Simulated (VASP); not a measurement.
Crystal: TiGe.

```xyz
2
Lattice="0.0000 2.7404 2.7404 2.7404 0.0000 2.7404 2.7404 2.7404 0.0000" Properties=species:S:1:pos:R:3 pbc="T T T"
Ti    0.0000    0.0000    0.0000
Ge    1.3702    1.3702    1.3702
```

| Item | Value |
| --- | --- |
| Program | VASP 6.6.1 |
| Task | relaxation of cell and atoms |
| Functional | PBE |
| Potentials or basis | VASP PAW PBE potentials, release 64 (Ti_sv, Ge_d) |
| Cutoff | 600 eV |
| k mesh | 6 × 6 × 6 |
| Occupations | gaussian, width 0.1 eV |
| Spin | no spin polarisation |

At the start: pressure 16.7 GPa; volume 20.58 Å³/atom.

Q: Where does the relaxation end?

A: Over 3 steps the energy falls by 196.5 meV/atom and the volume is 24.95 Å³/atom (+21.3 %); space group F-43m (No. 216, to 0.05 Å).

The path:
```tsv
step	energy change (eV)	largest force (eV/Å)	pressure (GPa)	volume (Å³)
1	0.0000	0.0000	16.69	41.16
2	-0.3002	0.0000	-5.11	55.30
3	-0.3930	0.0000	0.03	49.91
```

Final structure:
```yaml
crystal:
  lattice:
    - [0.00000, 2.92225, 2.92225]
    - [2.92225, 0.00000, 2.92225]
    - [2.92225, 2.92225, 0.00000]
  atoms:
    - { symbol: Ti, position: [0.00000, 0.00000, 0.00000] }
    - { symbol: Ge, position: [0.25000, 0.25000, 0.25000] }
```

Caveat: the volume moved by over 15 % at a fixed basis, so the end points are rough.
